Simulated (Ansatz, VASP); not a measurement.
## Mg9O8 in VASP and in Ansatz

```
Mg O
1.0
     0.00000    4.22500    4.22500
     4.22500    0.00000    4.22500
     4.22500    4.22500    0.00000
Mg O
9 8
Direct
  0.00583 0.99808 0.99796
  0.01762 0.94438 0.51687
  0.02586 0.52530 0.92374
  0.01743 0.52111 0.51669
  0.50255 0.99621 0.00208
  0.49804 0.99790 0.50607
  0.50261 0.49909 0.00212
  0.42627 0.52476 0.52435
  0.86305 0.38799 0.36017
  0.24988 0.24622 0.25767
  0.25772 0.22707 0.75717
  0.25598 0.75725 0.22936
  0.25783 0.75795 0.75727
  0.75156 0.22682 0.25267
  0.75777 0.24716 0.74787
  0.75175 0.76836 0.25279
  0.73000 0.75727 0.75531
```

Alike in both runs: functional PBE; dispersion D3(BJ); k mesh 2 × 2 × 2; occupations gaussian, width 0.02 eV; no spin polarisation.

Ansatz relaxed the structure, and its values are those at the end. VASP's run is a single point on that final structure, the one shown.

|  | VASP | Ansatz |
| --- | --- | --- |
| version | VASP 6.6.1 | Ansatz 0.2.0 |
| potentials or method | VASP PAW PBE potentials, release 64 (Mg, O), cutoff 520 eV | scalar-relativistic, plane waves, PAW |
| valence electrons in the cell | 66 | 138 |

VASP gave:

* rms of the force components (eV/Å): 0.011

Question: What did Ansatz give for the same quantities?

Answer: rms of the force components (eV/Å): 0.007.

VASP's potentials hold 66 valence electrons a cell and Ansatz's 138, so a difference there can come from the potentials and not from the codes.

The k mesh is coarse, so the values compare programs but aren't converged.
